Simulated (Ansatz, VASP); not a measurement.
# V: VASP beside Ansatz

Contents of INCAR:

```
ALGO = Normal
EDIFF = 1E-6
ENCUT = 520
GGA = CA
ISIF = 2
ISMEAR = -1
ISPIN = 2
LASPH = T
LCHARG = F
LMAXMIX = 4
LORBIT = 11
LREAL = F
LWAVE = F
MAGMOM = 2 2
NBANDS = 24
NELM = 150
PREC = Accurate
SIGMA = 0.05
```

Contents of KPOINTS:

```
k-points
0
Gamma
  12 12 6
```

File POSCAR:

```
V
1.0
    2.6385650605      0.0000000000      0.0000000000
   -1.3192825302      2.2850643718      0.0000000000
    0.0000000000      0.0000000000      4.7854922858
V
2
Direct
    0.3333333333      0.6666666667      0.2500000000
    0.6666666667      0.3333333333      0.7500000000
```

File input.yaml:

```yaml
crystal:
  lattice:
    - [2.6385650605, 0.0, 0.0]
    - [-1.3192825302, 2.2850643718, 0.0]
    - [0.0, 0.0, 4.7854922858]
  atoms:
    - { symbol: V, position: [0.3333333333, 0.6666666667, 0.25], spin: 2.0 }
    - { symbol: V, position: [0.6666666667, 0.3333333333, 0.75], spin: 2.0 }
kpoints:
  mp_grid: { grid: [12, 12, 6] }
scf:
  occupations: { method: fermi_dirac, width: 0.05 }
hamiltonian:
  xc: lda
  pseudopotentials: { kind: all_electron, lapw: { basis_error: 0.001 } }
magnetization:
  spin_polarized: true
output:
  forces: true
  stress: true
  eigenvalues: true
```

Change from the starting cell: volume scaled by 1.04.

Alike in both runs: task single point; functional LDA; k mesh 12 × 12 × 6; occupations fermi-dirac, width 0.05 eV; collinear spin.

```csv
,VASP,Ansatz
version,VASP 6.6.1,Ansatz 0.2.0
potentials or method,"VASP PAW LDA potentials, release 64 (V_sv), cutoff 520 eV","all-electron LAPW, scalar-relativistic"
```

Ansatz gave:

* gap on the k mesh at the Fermi level (eV): none
* pressure (GPa): -18.2
* traceless stress, the component that is largest in VASP (GPa): 1.23
* net moment per atom (μB): 0.00

Task: What did VASP give for the same quantities?

Result: gap on the k mesh at the Fermi level (eV): none; pressure (GPa): -17.9; traceless stress, the component that is largest in VASP (GPa): 1.19; net moment per atom (μB): 0.00.

LDA's correlation is that of Perdew and Zunger in VASP and of Perdew and Wang (1992) in Ansatz. A gap of «none» marks a metal or a gap that the smearing closes. Ansatz ran all-electron here, and VASP with PAW potentials.
